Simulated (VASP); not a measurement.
# Al2Pt (Fm-3m) in VASP: band structure with PBEsol

Aim: the band structure of Al2Pt with PBEsol.

All numbers are computed with VASP 6.6.1; they aren't measurements. Logs are shortened: lines on timing, memory, paths and dates and some standing lists are left out, and cuts for length are marked.

## (1) The cell of the first run

The structure is cubic, space group Fm-3m (No. 225). The conventional cell has a = 5.910 Å, b = 5.910 Å, c = 5.910 Å, α = 90.00°, β = 90.00°, γ = 90.00°. Within 3.4 Å of Pt (site symmetry m-3m) lie 8 Al at 2.56 Å. Within 3.4 Å of Al (site symmetry -43m) lie 4 Pt at 2.56 Å and 6 Al at 2.96 Å.

## (2) Band structure, PBEsol

INCAR

```
SYSTEM = Al2Pt
GGA = PS
ISMEAR = 1
SIGMA = 0.05
LWAVE = .FALSE.
LCHARG = .FALSE.
NBANDS = 34
PREC = Accurate
LASPH = .TRUE.
LREAL = .FALSE.
ALGO = Normal
EDIFF = 1E-6
NELM = 120
GGA_COMPAT = .FALSE.
ENCUT = 480
LMAXMIX = 4
```

KPOINTS

```
Automatic mesh
0
Gamma
  13 13 13
  0 0 0
```

KPOINTS_OPT

```
path GXWKGLUWLK,UX
12
line-mode
reciprocal
 0.0000000000  0.0000000000  0.0000000000  G
 0.5000000000  0.0000000000  0.5000000000  X

 0.5000000000  0.0000000000  0.5000000000  X
 0.5000000000  0.2500000000  0.7500000000  W

 0.5000000000  0.2500000000  0.7500000000  W
 0.3750000000  0.3750000000  0.7500000000  K

 0.3750000000  0.3750000000  0.7500000000  K
 0.0000000000  0.0000000000  0.0000000000  G

 0.0000000000  0.0000000000  0.0000000000  G
 0.5000000000  0.5000000000  0.5000000000  L

 0.5000000000  0.5000000000  0.5000000000  L
 0.6250000000  0.2500000000  0.6250000000  U

 0.6250000000  0.2500000000  0.6250000000  U
 0.5000000000  0.2500000000  0.7500000000  W

 0.5000000000  0.2500000000  0.7500000000  W
 0.5000000000  0.5000000000  0.5000000000  L

 0.5000000000  0.5000000000  0.5000000000  L
 0.3750000000  0.3750000000  0.7500000000  K

 0.6250000000  0.2500000000  0.6250000000  U
 0.5000000000  0.0000000000  0.5000000000  X
```

POSCAR

```
Al2Pt
1.0
    0.0000000000      2.9550000000      2.9550000000
    2.9550000000      0.0000000000      2.9550000000
    2.9550000000      2.9550000000      0.0000000000
Pt Al
1 2
Direct
    0.0000000000      0.0000000000      0.0000000000
    0.7500000000      0.7500000000      0.7500000000
    0.2500000000      0.2500000000      0.2500000000
```

Potentials or basis: VASP PAW PBE potentials, release 64 (Pt, Al).

Started as:

```console
$ cat potpaw_PBE.64/Pt/POTCAR potpaw_PBE.64/Al/POTCAR > POTCAR
$ mpirun -np 1 vasp_std > vasp.out
```

OUTCAR:

```text
SYSTEM = Al2Pt
   GGA = PS
   ISMEAR = 1
   PREC = Accurate
   LASPH = .TRUE.
   LREAL = .FALSE.
   EDIFF = 1E-6
   NELM = 120
   ENCUT = 480

 ion  position               nearest neighbor table
   1  0.000  0.000  0.000-   2 2.56   2 2.56   2 2.56   2 2.56   3 2.56   3 2.56   3 2.56   3 2.56

   2  0.750  0.750  0.750-   1 2.56   1 2.56   1 2.56   1 2.56   3 2.96   3 2.96   3 2.96   3 2.96
                             3 2.96   3 2.96
   3  0.250  0.250  0.250-   1 2.56   1 2.56   1 2.56   1 2.56   2 2.96   2 2.96   2 2.96   2 2.96
                             2 2.96   2 2.96

  LATTYP: Found a face centered cubic cell.
 ALAT       =     5.9100000000

  Lattice vectors:

 A1 = (   0.0000000000,   2.9550000000,   2.9550000000)
 A2 = (   2.9550000000,   0.0000000000,   2.9550000000)
 A3 = (   2.9550000000,   2.9550000000,   0.0000000000)

Analysis of symmetry for initial positions (statically):
=====================================================================
 Subroutine PRICEL returns:
 Original cell was already a primitive cell.

 Routine SETGRP: Setting up the symmetry group for a
 face centered cubic supercell.

 Subroutine GETGRP returns: Found 48 space group operations
 (whereof 48 operations were pure point group operations)
 out of a pool of 48 trial point group operations.

The static configuration has the point symmetry O_h .

Analysis of symmetry for dynamics (positions and initial velocities):
=====================================================================
 Subroutine PRICEL returns:
 Original cell was already a primitive cell.

 Routine SETGRP: Setting up the symmetry group for a
 face centered cubic supercell.

 Subroutine GETGRP returns: Found 48 space group operations
 (whereof 48 operations were pure point group operations)
 out of a pool of 48 trial point group operations.

The dynamic configuration has the point symmetry O_h .

 Subroutine INISYM returns: Found 48 space group operations
 (whereof 48 operations are pure point group operations),
 and found     1 'primitive' translations

----------------------------------------------------------------------------------------

                                     Primitive cell

  volume of cell :      51.6063

  direct lattice vectors                    reciprocal lattice vectors
     0.000000000  2.955000000  2.955000000    -0.169204738  0.169204738  0.169204738
     2.955000000  0.000000000  2.955000000     0.169204738 -0.169204738  0.169204738
     2.955000000  2.955000000  0.000000000     0.169204738  0.169204738 -0.169204738

  length of vectors
     4.179001077  4.179001077  4.179001077     0.293071203  0.293071203  0.293071203

  position of ions in fractional coordinates (direct lattice)
     0.000000000  0.000000000  0.000000000
     0.750000000  0.750000000  0.750000000
     0.250000000  0.250000000  0.250000000

  ion indices of the primitive-cell ions
   primitive index   ion index
                 1           1
                 2           2
                 3           3

----------------------------------------------------------------------------------------

 KPOINTS: Automatic mesh

Automatic generation of k-mesh.
 Grid dimensions read from file:
 generate k-points for:   13   13   13

 Generating k-lattice:

  Cartesian coordinates                     Fractional coordinates (reciprocal lattice)
    -0.013015749  0.013015749  0.013015749     0.076923077  0.000000000  0.000000000
     0.013015749 -0.013015749  0.013015749     0.000000000  0.076923077  0.000000000
     0.013015749  0.013015749 -0.013015749     0.000000000  0.000000000  0.076923077

  Length of vectors
     0.022543939  0.022543939  0.022543939

  Shift w.r.t. Gamma in fractional coordinates (k-lattice)
     0.000000000  0.000000000  0.000000000

 Subroutine IBZKPT returns following result:
 ===========================================

 Found     84 irreducible k-points:

 Following reciprocal coordinates:
            Coordinates               Weight
  0.000000  0.000000  0.000000      1.000000
  0.076923  0.000000  0.000000      8.000000
  0.153846  0.000000  0.000000      8.000000
  0.230769  0.000000  0.000000      8.000000
  0.307692  0.000000  0.000000      8.000000
  0.384615  0.000000  0.000000      8.000000
[... 16 lines left out ...]
  0.384615  0.153846  0.000000     24.000000
  0.461538  0.153846  0.000000     24.000000
 [... further k-points ...]
   k-points           NKPTS =     84   k-points in BZ     NKDIM =     84   number of bands    NBANDS=     34
   number of dos      NEDOS =    301   number of ions     NIONS =      3
   total plane-waves  NPLWV =  27000
   dimension x,y,z NGX =    30 NGY =   30 NGZ =   30
   dimension x,y,z NGXF=    60 NGYF=   60 NGZF=   60
   ions per type =               1   2
   NGX,Y,Z   is equivalent  to a cutoff of  11.93, 11.93, 11.93 a.u.
   NGXF,Y,Z  is equivalent  to a cutoff of  23.87, 23.87, 23.87 a.u.
 SYSTEM =  Al2Pt
   PREC   = accura    normal or accurate (medium, high low for compatibility)
   ISTART =      0    job   : 0-new  1-cont  2-samecut
   ICHARG =      2    charge: 1-file 2-atom 10-const
   ISPIN  =      1    spin polarized calculation?
   LNONCOLLINEAR =      F non collinear calculations
   LSORBIT =      F    spin-orbit coupling
   LASPH  =      T    aspherical Exc in radial PAW
   ENCUT  =  480.0 eV  35.28 Ry    5.94 a.u.   7.47  7.47  7.47*2*pi/ulx,y,z
   NELM   =    120;   NELMIN=  2; NELMDL= -5     # of ELM steps
   EDIFF  = 0.1E-05   stopping-criterion for ELM
   LREAL  =      F    real-space projection
[... 7 lines left out ...]
   TEBEG  =    0.0;   TEEND  =   0.0 temperature during run

   SCALEE = 1.0000    scale energy and forces
   PSTRESS=    0.0 pullay stress
   NELECT =      16.0000    total number of electrons
   NUPDOWN=      -1.0000    fix difference up-down
   EMIN   =  10.00;   EMAX   =-10.00  energy-range for DOS
   EFERMI =   0.00;   METHOD = LEGACY
   ISMEAR =     1;   SIGMA  =   0.05  broadening in eV -4-tet -1-fermi 0-gaus
   EFERMI_NEDOS =   21; number of points for ismear=-14 and -15
   IALGO  =     38    algorithm
   IMIX   =      4    mixing-type and parameters
     AMIX     =   0.40;   BMIX     =  1.00
     AMIX_MAG =   1.60;   BMIX_MAG =  1.00
  volume/ion in A,a.u.               =      17.20       116.09
  Fermi-wavevector in a.u.,A,eV,Ry     =   1.108019  2.093853 16.703966  1.227707
  Thomas-Fermi vector in A             =   2.244541
   LORBIT       =      0    0 simple, 1 ext, 2 COOP (PROOUT), +10 PAW based schemes
   GGA     = PS    functional components
   LHFCALC =     F    Hartree Fock is set to
   AEXX    =    0.0000 exact exchange contribution
   IVDW    =     0    specifies the selected vdW correction
   LEPSILON=     F    determine dielectric tensor
   LRPA    =     F    only Hartree local field effects (RPA)

   CSHIFT  =0.1000    complex shift for real part using Kramers Kronig

   OMEGAMAX=  -1.0    maximum frequency
 non-spin polarized calculation
 Methfessel and Paxton  Order N= 1 SIGMA  =   0.05
  energy-cutoff  :      480.00
  volume of cell :       51.61
 maximum number of plane-waves:      1252
 NGX is ok and might be reduce to    30
   NGX = 15   NGY = 15   NGZ = 15

 number of electron      16.0000002 magnetization

 Free energy of the ion-electron system (eV)
  ---------------------------------------------------
  ext. energy  EPLUGINS =         0.00000000
  ---------------------------------------------------
  free energy    TOTEN  =       -17.76629451 eV

  energy without entropy =      -17.76590786  energy(sigma->0) =      -17.76616563

 E-fermi :   7.7938     XC(G=0): -10.8127

 val. band max:        7.7859035876   @ k =  -0.2308   0.1538   0.0000
 cond. band min:       7.8011161000   @ k =   0.3846   0.2308   0.0000
 fundamental gap:      0.0152125124
 Fermi energy:         7.7938445481

 k-point     1 :       0.0000    0.0000    0.0000
  band No.  band energies     occupation
      1      -2.4466      2.00000
      2       2.7323      2.00000
      3       2.7323      2.00000
      4       2.7323      2.00000
      5       4.0901      2.00000
      6       4.0901      2.00000
[... 12 lines left out ...]
     19      17.1995      0.00000
     20      20.3766      0.00000

 k-point     2 :       0.0769    0.0000    0.0000
  band No.  band energies     occupation
      1      -2.3649      2.00000
      2       2.6833      2.00000
      3       2.7601      2.00000
      4       2.7601      2.00000
      5       4.0799      2.00000
      6       4.0799      2.00000
[... 12 lines left out ...]
     19      17.5088      0.00000
     20      20.6987      0.00000

 k-point     3 :       0.1538    0.0000    0.0000
  band No.  band energies     occupation
      1      -2.1230      2.00000
      2       2.5503      2.00000
      3       2.8343      2.00000
      4       2.8343      2.00000
      5       4.0609      2.00000
      6       4.0609      2.00000
[... 12 lines left out ...]
     19      18.2579      0.00000
     20      21.5717      0.00000

 k-point     4 :       0.2308    0.0000    0.0000
  band No.  band energies     occupation
      1      -1.7322      2.00000
      2       2.3646      2.00000
      3       2.9275      2.00000
      4       2.9275      2.00000
      5       4.0636      2.00000
      6       4.0636      2.00000
[... 12 lines left out ...]
     19      19.8213      0.00000
     20      22.7457      0.00000

 k-point     5 :       0.3077    0.0000    0.0000
  band No.  band energies     occupation
      1      -1.2187      2.00000
      2       2.1541      2.00000
      3       3.0028      2.00000
      4       3.0028      2.00000
      5       4.1185      2.00000
      6       4.1185      2.00000
[... 12 lines left out ...]
     19      21.7796      0.00000
     20      23.0513      0.00000
[... 353 lines left out ...]
      6       4.2355      2.00000
[... 12 lines left out ...]
     19      19.4247      0.00000
     20      23.3542      0.00000

 k-point    22 :       0.3077    0.1538    0.0000
  band No.  band energies     occupation
      1      -1.2840      2.00000
      2       2.1844      2.00000
      3       3.0541      2.00000
      4       3.0895      2.00000
      5       3.7824      2.00000
      6       4.2857      2.00000
[... 12 lines left out ...]
     19      21.0053      0.00000
     20      23.5435      0.00000

 k-point    23 :       0.3846    0.1538    0.0000
  band No.  band energies     occupation
      1      -0.7389      2.00000
      2       2.0135      2.00000
      3       3.0497      2.00000
      4       3.1630      2.00000
      5       3.9182      2.00000
      6       4.3392      2.00000
[... 12 lines left out ...]
     19      22.2256      0.00000
     20      23.0055      0.00000

 k-point    24 :       0.4615    0.1538    0.0000
  band No.  band energies     occupation
      1      -0.1681      2.00000
      2       1.8329      2.00000
      3       3.0045      2.00000
      4       3.2041      2.00000
      5       4.1463      2.00000
      6       4.3524      2.00000
[... 12 lines left out ...]
     19      22.8051      0.00000
     20      23.1614      0.00000

 [... further k-points ...]

 [bands above 20 left out]

------------------------ aborting loop because EDIFF is reached ----------------------------------------

  FORCE on cell =-STRESS in cart. coord.  units (eV):
  Direction    XX          YY          ZZ          XY          YZ          ZX
  --------------------------------------------------------------------------------------
  -------------------------------------------------------------------------------------
  Total       -0.3367107     -0.3367107     -0.3367107      0.0000000     -0.0000000      0.0000000
  in kB      -10.4535793    -10.4535793    -10.4535793      0.0000000     -0.0000000      0.0000000
  external PRESSURE =     -10.4535793 kB  Pullay stress =       0.0000000 kB

 VOLUME and BASIS-vectors are now :
 -----------------------------------------------------------------------------
  energy-cutoff  :      480.00
  volume of cell :       51.61
      direct lattice vectors                 reciprocal lattice vectors
     0.000000000  2.955000000  2.955000000    -0.169204738  0.169204738  0.169204738
     2.955000000  0.000000000  2.955000000     0.169204738 -0.169204738  0.169204738
     2.955000000  2.955000000  0.000000000     0.169204738  0.169204738 -0.169204738

 POSITION                                       TOTAL-FORCE (eV/Angst)
 -----------------------------------------------------------------------------------
      0.00000      0.00000      0.00000         0.000000      0.000000      0.000000
      4.43250      4.43250      4.43250         0.000000      0.000000      0.000000
      1.47750      1.47750      1.47750        -0.000000     -0.000000     -0.000000
 -----------------------------------------------------------------------------------
    total drift:                                0.000000     -0.000000     -0.000000

  FREE ENERGIE OF THE ION-ELECTRON SYSTEM (eV)
  ---------------------------------------------------
  free  energy   TOTEN  =       -17.7662945122 eV

  energy  without entropy=      -17.7659078563  energy(sigma->0) =      -17.76616563
```

It took 96 s on 1 thread of AMD EPYC 9R45 (Zen 5), shared host; peak memory 0.27 GiB.

What came out:

```yaml
Free_energy: -17.7663 eV
Pressure: -1.0 GPa
Band_gap_along_the_path: zero within the smearing
```

Levels at the corners of the path, in eV from the Fermi level:
| point | band 7 | band 8 | band 9 | band 10 | band 11 | band 12 |
| --- | --- | --- | --- | --- | --- | --- |
| Γ | 2.98 | 3.79 | 3.79 | 3.79 | 5.42 | 5.42 |
| X | -3.21 | -1.61 | -1.61 | 3.16 | 3.32 | 8.08 |
| X | -3.21 | -1.61 | -1.61 | 3.16 | 3.32 | 8.08 |
| W | -2.79 | -2.79 | -0.90 | 5.21 | 5.21 | 6.11 |
| W | -2.79 | -2.79 | -0.90 | 5.21 | 5.21 | 6.11 |
| K | -3.06 | -2.01 | -0.61 | 3.28 | 5.39 | 6.77 |
| K | -3.06 | -2.01 | -0.61 | 3.28 | 5.39 | 6.77 |
| Γ | 2.98 | 3.79 | 3.79 | 3.79 | 5.42 | 5.42 |
| Γ | 2.98 | 3.79 | 3.79 | 3.79 | 5.42 | 5.42 |
| L | -3.48 | 1.01 | 1.01 | 3.73 | 5.15 | 5.15 |
| L | -3.48 | 1.01 | 1.01 | 3.73 | 5.15 | 5.15 |
| U | -3.06 | -2.01 | -0.61 | 3.28 | 5.39 | 6.77 |
| U | -3.06 | -2.01 | -0.61 | 3.28 | 5.39 | 6.77 |
| W | -2.79 | -2.79 | -0.90 | 5.21 | 5.21 | 6.11 |
| W | -2.79 | -2.79 | -0.90 | 5.21 | 5.21 | 6.11 |
| L | -3.48 | 1.01 | 1.01 | 3.73 | 5.15 | 5.15 |
| L | -3.48 | 1.01 | 1.01 | 3.73 | 5.15 | 5.15 |
| K | -3.06 | -2.01 | -0.61 | 3.28 | 5.39 | 6.77 |
| U | -3.06 | -2.01 | -0.61 | 3.28 | 5.39 | 6.77 |
| X | -3.21 | -1.61 | -1.61 | 3.16 | 3.32 | 8.08 |

Caveat: the PAW data sets were made with another functional, which shifts forces and pressure a little; spin-orbit coupling is left out, which moves the levels of the heavy elements.
